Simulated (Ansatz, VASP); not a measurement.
# Co3Si: VASP beside Ansatz

```
CELL_PARAMETERS angstrom
4.97647 0.00000 0.00000
-2.48824 4.30975 0.00000
0.00000 0.00000 3.97279
ATOMIC_POSITIONS crystal
Co 0.16747 0.33494 0.75000
Co 0.66506 0.83253 0.75000
Co 0.16747 0.83253 0.75000
Co 0.83253 0.66506 0.25000
Co 0.33494 0.16747 0.25000
Co 0.83253 0.16747 0.25000
Si 0.66667 0.33333 0.75000
Si 0.33333 0.66667 0.25000
```

Alike in both runs: task single point; functional r2SCAN; k mesh 6 × 6 × 4; occupations gaussian, width 0.1 eV; collinear spin.

|  | VASP | Ansatz |
| --- | --- | --- |
| version | VASP 6.6.1 | Ansatz 0.2.0 |
| potentials or method | VASP PAW PBE potentials, release 64 (Co, Si), cutoff 520 eV | scalar-relativistic, plane waves, PAW |
| valence electrons in the cell | 62 | 110 |

|  | VASP | Ansatz | Ansatz less VASP |
| --- | --- | --- | --- |
| gap on the k mesh at the Fermi level (eV) | none | none | - |
| pressure (GPa) | -2.1 | -2.0 | +0.09 |
| traceless stress, the component that is largest in VASP (GPa) | 5.09 | 5.46 | +0.364 |
| rms of the force components (eV/Å) | 0.124 | 0.131 | +0.0069 |
| net moment per atom (μB) | 0.96 | 0.97 | +0.009 |
| size of the moment on the site where the two differ most (μB) | 1.37 | 1.41 | +0.045 |

VASP's potentials were made for PBE, not for r2SCAN. Site moments also hang on the region over which each program counts them. Atom by atom the forces differ by 0.007 eV/Å (rms over components). A gap of «none» marks a metal or a gap that the smearing closes. With one functional, cell and mesh, what is left measures potentials, basis and numerics. VASP's potentials hold 62 valence electrons a cell and Ansatz's 110, so a difference there can come from the potentials and not from the codes. Ansatz's warnings: stability check not made.

The k mesh is coarse, so the values compare programs but aren't converged.
